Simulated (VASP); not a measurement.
Wanted: the native input for a VASP 6.6.1 run.

```yaml
Task: single point
Functional: LDA
Potentials_or_basis: VASP PAW LDA potentials, release 64 (Co)
Cutoff: 520 eV
k_mesh: 17 × 17 × 17
Occupations: fermi-dirac, width 0.136057 eV
Spin: no spin polarisation
Dipole_correction: no
Further_INCAR_settings: ALGO = Normal; EDIFF = 1e-06; NBANDS = 10
```

The structure of Co lies in POSCAR:

```
Co
1.0
   -1.3505713174      1.3505713174      1.3505713174
    1.3505713174     -1.3505713174      1.3505713174
    1.3505713174      1.3505713174     -1.3505713174
Co
1
Direct
    0.0000000000      0.0000000000      0.0000000000
```

The input as run:

INCAR

```
PREC = Accurate
ENCUT = 520
EDIFF = 1E-6
ISMEAR = -1
SIGMA = 0.13605693000000002
LREAL = False
LASPH = True
NELM = 60
ALGO = Normal
ISIF = 2
LWAVE = False
LCHARG = False
GGA = CA
NBANDS = 10
```

KPOINTS

```
Automatic mesh
0
Gamma
  17 17 17
```

Potentials or basis: VASP PAW LDA potentials, release 64 (Co).

Command:

```console
$ cat potpaw_LDA.64/Co/POTCAR > POTCAR
$ mpirun -np 1 vasp_std > vasp.out
```

Results of the run:

```yaml
Pressure: -0.9 GPa
```

Caveat: the run has no spin polarisation, though such a crystal can be magnetic.

Wall time 18 s on 1 thread of Intel Xeon 8259CL, on a shared host, peak memory 0.13 GiB.
